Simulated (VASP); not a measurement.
Here is a VASP 6.6.1 calculation.

Contents of INCAR:

```
SYSTEM = HBr
PREC = Accurate
ENCUT = 520
EDIFF = 1E-6
ISMEAR = 0
SIGMA = 0.05
LREAL = .FALSE.
LASPH = .TRUE.
NELM = 60
ALGO = Normal
ISIF = 2
LWAVE = .FALSE.
LCHARG = .TRUE.
GGA = PS
LELF = .TRUE.
LVHAR = .TRUE.
NBANDS = 11
```

Contents of KPOINTS:

```
Automatic mesh
0
G
  10 10 10
  0 0 0
```

Contents of POSCAR:

```
HBr
1.0
    0.0000000000      2.8200009768      3.0315010501
    2.7775009621      0.0000000000      3.0315010501
    2.7775009621      2.8200009768      0.0000000000
H Br
1 1
Direct
    0.0000000000      0.0000000000      0.0000000000
    0.5000000000      0.5000000000      0.5000000000
```

Potentials or basis: VASP PAW PBE potentials, release 64 (H, Br).

The run is started by

```sh
$ cat potpaw_PBE.64/H/POTCAR potpaw_PBE.64/Br/POTCAR > POTCAR
$ mpirun -np 1 vasp_std > vasp.out
```

(1) Estimate the pressure.

(2) Predict the band gap on the k mesh.

## Answers

(1) -8.5 GPa.

(2) zero (band 4 reaches -2.01 eV, above the bottom of band 5 at -2.59 eV).

Caveat: the PAW data sets were made with another functional, which shifts forces and pressure a little.
